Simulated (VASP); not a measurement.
# Al (Fm-3m) in VASP: notebook

Runs on Al. Level: PBE. Tasks: single point.

All numbers are computed with VASP 6.6.1; they aren't measurements. Logs are shortened: lines on timing, memory, paths and dates and some standing lists are left out, and cuts for length are marked.

### Step 1. The cell of the first run

It takes space group Fm-3m (No. 225, cubic). The conventional cell has a = 3.615 Å, b = 3.615 Å, c = 3.615 Å, α = 90.00°, β = 90.00°, γ = 90.00°. Al (site symmetry m-3m) has 12 Al at 2.56 Å within 3.4 Å.

### Step 2. Single point, PBE

INCAR reads:

```
PREC = Accurate ; ENCUT = 520
EDIFF = 1E-6 ; ISMEAR = -1
SIGMA = 0.1 ; LREAL = False
LASPH = True ; NELM = 80
ALGO = Normal ; ISIF = 2
LWAVE = False ; LCHARG = False
GGA = PE ; NBANDS = 8
```

KPOINTS reads:

```
regular mesh
0
Gamma
  18 18 18
```

POSCAR reads:

```
Al
1.0
    0.0000000000      1.8075925164      1.8075925164
    1.8075925164      0.0000000000      1.8075925164
    1.8075925164      1.8075925164      0.0000000000
Al
1
Direct
    0.0000000000      0.0000000000      0.0000000000
```

Potentials or basis: VASP PAW PBE potentials, release 64 (Al).

The run is started by

```bash
$ cat potpaw_PBE.64/Al/POTCAR > POTCAR
$ mpirun -np 1 vasp_std > vasp.out
```

OUTCAR:

```text
PREC = Accurate
   ENCUT = 520
   EDIFF = 1E-6
   ISMEAR = -1
   LREAL = False
   LASPH = True
   NELM = 80
   ISIF = 2
   GGA = PE

 ion  position               nearest neighbor table
   1  0.000  0.000  0.000-

  LATTYP: Found a face centered cubic cell.
 ALAT       =     3.6151850328

  Lattice vectors:

 A1 = (   0.0000000000,   1.8075925164,   1.8075925164)
 A2 = (   1.8075925164,   0.0000000000,   1.8075925164)
 A3 = (   1.8075925164,   1.8075925164,   0.0000000000)

Analysis of symmetry for initial positions (statically):
=====================================================================
 Subroutine PRICEL returns:
 Original cell was already a primitive cell.

 Routine SETGRP: Setting up the symmetry group for a
 face centered cubic supercell.

 Subroutine GETGRP returns: Found 48 space group operations
 (whereof 48 operations were pure point group operations)
 out of a pool of 48 trial point group operations.

The static configuration has the point symmetry O_h .

Analysis of symmetry for dynamics (positions and initial velocities):
=====================================================================
 Subroutine PRICEL returns:
 Original cell was already a primitive cell.

 Routine SETGRP: Setting up the symmetry group for a
 face centered cubic supercell.

 Subroutine GETGRP returns: Found 48 space group operations
 (whereof 48 operations were pure point group operations)
 out of a pool of 48 trial point group operations.

The dynamic configuration has the point symmetry O_h .

 Subroutine INISYM returns: Found 48 space group operations
 (whereof 48 operations are pure point group operations),
 and found     1 'primitive' translations

----------------------------------------------------------------------------------------

                                     Primitive cell

  volume of cell :      11.8122

  direct lattice vectors                    reciprocal lattice vectors
     0.000000000  1.807592516  1.807592516    -0.276611015  0.276611015  0.276611015
     1.807592516  0.000000000  1.807592516     0.276611015 -0.276611015  0.276611015
     1.807592516  1.807592516  0.000000000     0.276611015  0.276611015 -0.276611015

  length of vectors
     2.556321852  2.556321852  2.556321852     0.479104331  0.479104331  0.479104331

  position of ions in fractional coordinates (direct lattice)
[... 70 lines left out ...]
   ICHARG =      2    charge: 1-file 2-atom 10-const
   ISPIN  =      1    spin polarized calculation?
   LNONCOLLINEAR =      F non collinear calculations
   LSORBIT =      F    spin-orbit coupling
   LASPH  =      T    aspherical Exc in radial PAW
   ENCUT  =  520.0 eV  38.22 Ry    6.18 a.u.   4.75  4.75  4.75*2*pi/ulx,y,z
   NELM   =     80;   NELMIN=  2; NELMDL= -5     # of ELM steps
   EDIFF  = 0.1E-05   stopping-criterion for ELM
   LREAL  =      F    real-space projection
   EDIFFG = 0.1E-04   stopping-criterion for IOM
   NSW    =      0    number of steps for IOM
   IBRION =     -1    ionic relax: 0-MD 1-quasi-New 2-CG
   NFREE  =      0    steps in history (QN), initial steepest desc. (CG)
   ISIF   =      2    stress and relaxation
   ISYM   =      2    0-nonsym 1-usesym 2-fastsym
   POTIM  = 0.5000    time-step for ionic-motion
   TEBEG  =    0.0;   TEEND  =   0.0 temperature during run
   PSTRESS=    0.0 pullay stress
   NELECT =       3.0000    total number of electrons
   NUPDOWN=      -1.0000    fix difference up-down
   EMIN   =  10.00;   EMAX   =-10.00  energy-range for DOS
   EFERMI =   0.00;   METHOD = LEGACY
   ISMEAR =    -1;   SIGMA  =   0.10  broadening in eV -4-tet -1-fermi 0-gaus
   EFERMI_NEDOS =   21; number of points for ismear=-14 and -15
   IALGO  =     38    algorithm
   IMIX   =      4    mixing-type and parameters
     AMIX     =   0.40;   BMIX     =  1.00
     AMIX_MAG =   1.60;   BMIX_MAG =  1.00
  volume/ion in A,a.u.               =      11.81        79.71
  Fermi-wavevector in a.u.,A,eV,Ry     =   1.036744  1.959161 14.624050  1.074837
  Thomas-Fermi vector in A             =   2.171149
   LORBIT       =      0    0 simple, 1 ext, 2 COOP (PROOUT), +10 PAW based schemes
   GGA     = PE    functional components
   LHFCALC =     F    Hartree Fock is set to
   AEXX    =    0.0000 exact exchange contribution
   IVDW    =     0    specifies the selected vdW correction
   LEPSILON=     F    determine dielectric tensor
   LRPA    =     F    only Hartree local field effects (RPA)
 non-spin polarized calculation
  energy-cutoff  :      520.00
  volume of cell :       11.81
 maximum number of plane-waves:       332
   NGX =  9   NGY =  9   NGZ =  9

 number of electron       3.0000000 magnetization

 Free energy of the ion-electron system (eV)
  ---------------------------------------------------
  ext. energy  EPLUGINS =         0.00000000
  ---------------------------------------------------
  free energy    TOTEN  =        -3.16208321 eV

  energy without entropy =       -3.15191816  energy(sigma->0) =       -3.15700068

 E-fermi :  11.9143     XC(G=0): -11.4730

 val. band max:       11.8591423987   @ k =   0.5000   0.4444   0.0556
 cond. band min:      11.9198862931   @ k =  -0.3333   0.0556   0.0000
 fundamental gap:      0.0607438944
 Fermi energy:        11.9143274111

 k-point     1 :       0.0000    0.0000    0.0000
  band No.  band energies     occupation
      1      -1.6766      2.00000
      2      26.6091      0.00000
      3      26.6091      0.00000
      4      26.6091      0.00000
      5      31.0131      0.00000
      6      31.0131      0.00000
      7      31.0131      0.00000
      8      31.0807      0.00000
[... 243 lines left out ...]
 k-point    24 :      -0.2222    0.0556    0.0000
  band No.  band energies     occupation
      1       0.3593      2.00000
      2      16.5782      0.00000
      3      23.4527      0.00000
      4      26.6371      0.00000
      5      29.3478      0.00000
      6      30.3602      0.00000
      7      31.2637      0.00000
      8      34.1283      0.00000

 [... further k-points ...]
[... 5 lines left out ...]
  --------------------------------------------------------------------------------------
  -------------------------------------------------------------------------------------
  Total        4.0027913      4.0027913      4.0027913     -0.0000000     -0.0000000      0.0000000
  in kB      542.9276110    542.9276110    542.9276110     -0.0000000     -0.0000000      0.0000000
  external PRESSURE =     542.9276110 kB  Pullay stress =       0.0000000 kB

 VOLUME and BASIS-vectors are now :
 -----------------------------------------------------------------------------
  energy-cutoff  :      520.00
  volume of cell :       11.81
      direct lattice vectors                 reciprocal lattice vectors
     0.000000000  1.807592516  1.807592516    -0.276611015  0.276611015  0.276611015
     1.807592516  0.000000000  1.807592516     0.276611015 -0.276611015  0.276611015
     1.807592516  1.807592516  0.000000000     0.276611015  0.276611015 -0.276611015

 POSITION                                       TOTAL-FORCE (eV/Angst)
 -----------------------------------------------------------------------------------
      0.00000      0.00000      0.00000         0.000000      0.000000     -0.000000
 -----------------------------------------------------------------------------------
    total drift:                                0.000000      0.000000     -0.000000

  FREE ENERGIE OF THE ION-ELECTRON SYSTEM (eV)
  ---------------------------------------------------
  free  energy   TOTEN  =        -3.1620832074 eV

  energy  without entropy=       -3.1519181572  energy(sigma->0) =       -3.15700068
```

Run time: 8.2 s. Hardware: 1 thread of Intel Xeon Platinum 8488C (Sapphire Rapids), shared host; peak memory 0.13 GiB.

What came out:

- Free energy: -3.1621 eV
- Pressure: 54.3 GPa

### Step 3. Single point, PBE

INCAR reads:

```
PREC = Accurate
ENCUT = 520
EDIFF = 1E-6
ISMEAR = -1
SIGMA = 0.1
LREAL = F
LASPH = T
NELM = 60
ALGO = Normal
ISIF = 2
LWAVE = F
LCHARG = T
GGA = PE
LELF = T
LVHAR = T
NBANDS = 8
```

KPOINTS reads:

```
Automatic mesh
0
Gamma
  18 18 18
```

POSCAR reads:

```
Al
1.0
    0.0000000000      1.8081251327      1.8081251327
    1.8081251327      0.0000000000      1.8081251327
    1.8081251327      1.8081251327      0.0000000000
Al
1
Direct
    0.0000000000      0.0000000000      0.0000000000
```

Potentials or basis: VASP PAW PBE potentials, release 64 (Al).

The run is started by

```bash
$ cat potpaw_PBE.64/Al/POTCAR > POTCAR
$ mpirun -np 1 vasp_std > vasp.out
```

OUTCAR:

```text
PREC = Accurate
   ENCUT = 520
   EDIFF = 1E-6
   ISMEAR = -1
   LREAL = F
   LASPH = T
   NELM = 60
   ISIF = 2
   GGA = PE

 ion  position               nearest neighbor table
   1  0.000  0.000  0.000-

  LATTYP: Found a face centered cubic cell.
 ALAT       =     3.6162502654

  Lattice vectors:

 A1 = (   0.0000000000,   1.8081251327,   1.8081251327)
 A2 = (   1.8081251327,   0.0000000000,   1.8081251327)
 A3 = (   1.8081251327,   1.8081251327,   0.0000000000)

Analysis of symmetry for initial positions (statically):
=====================================================================
 Subroutine PRICEL returns:
 Original cell was already a primitive cell.

 Routine SETGRP: Setting up the symmetry group for a
 face centered cubic supercell.

 Subroutine GETGRP returns: Found 48 space group operations
 (whereof 48 operations were pure point group operations)
 out of a pool of 48 trial point group operations.

The static configuration has the point symmetry O_h .

Analysis of symmetry for dynamics (positions and initial velocities):
[... 151 lines left out ...]
  ---------------------------------------------------
  free energy    TOTEN  =        -3.16561531 eV

  energy without entropy =       -3.15544520  energy(sigma->0) =       -3.16053025

 E-fermi :  11.9029     XC(G=0): -11.4694

 val. band max:       11.8478792145   @ k =   0.5000   0.4444   0.0556
 cond. band min:      11.9080048295   @ k =  -0.3333   0.0556   0.0000
 fundamental gap:      0.0601256149
 Fermi energy:        11.9028760727

 k-point     1 :       0.0000    0.0000    0.0000
  band No.  band energies     occupation
      1      -1.6813      2.00000
      2      26.5914      0.00000
      3      26.5914      0.00000
      4      26.5914      0.00000
      5      30.9868      0.00000
      6      30.9868      0.00000
      7      30.9868      0.00000
      8      31.0613      0.00000
[... 243 lines left out ...]
 k-point    24 :      -0.2222    0.0556    0.0000
  band No.  band energies     occupation
      1       0.3534      2.00000
      2      16.5642      0.00000
      3      23.4348      0.00000
      4      26.6187      0.00000
      5      29.3257      0.00000
      6      30.3387      0.00000
      7      31.2403      0.00000
      8      34.1016      0.00000

 [... further k-points ...]
[... 5 lines left out ...]
  --------------------------------------------------------------------------------------
  -------------------------------------------------------------------------------------
  Total        3.9882798      3.9882798      3.9882798     -0.0000000     -0.0000000      0.0000000
  in kB      540.4814025    540.4814025    540.4814025     -0.0000000     -0.0000000      0.0000000
  external PRESSURE =     540.4814025 kB  Pullay stress =       0.0000000 kB

 VOLUME and BASIS-vectors are now :
 -----------------------------------------------------------------------------
  energy-cutoff  :      520.00
  volume of cell :       11.82
      direct lattice vectors                 reciprocal lattice vectors
     0.000000000  1.808125133  1.808125133    -0.276529534  0.276529534  0.276529534
     1.808125133  0.000000000  1.808125133     0.276529534 -0.276529534  0.276529534
     1.808125133  1.808125133  0.000000000     0.276529534  0.276529534 -0.276529534

 POSITION                                       TOTAL-FORCE (eV/Angst)
 -----------------------------------------------------------------------------------
      0.00000      0.00000      0.00000         0.000000     -0.000000      0.000000
 -----------------------------------------------------------------------------------
    total drift:                                0.000000      0.000000     -0.000000

  FREE ENERGIE OF THE ION-ELECTRON SYSTEM (eV)
  ---------------------------------------------------
  free  energy   TOTEN  =        -3.1656153111 eV

  energy  without entropy=       -3.1554451954  energy(sigma->0) =       -3.16053025
```

stdout:

```text
POSCAR found type information on POSCAR Al
 POSCAR found :  1 types and       1 ions
 scaLAPACK will be used
 LDA part: xc-table for (Slater+PW92), standard interpolation
 POSCAR, INCAR and KPOINTS ok, starting setup
 FFT: planning ... GRIDC
 FFT: planning ... GRID_SOFT
 FFT: planning ... GRID
 WAVECAR not read
 entering main loop
```

It took 8.4 s on 1 thread of Intel Xeon 6975P-C, shared host; peak memory 0.13 GiB.

What came out:

```
Free energy : -3.1656 eV
Pressure    : 54.0 GPa
```
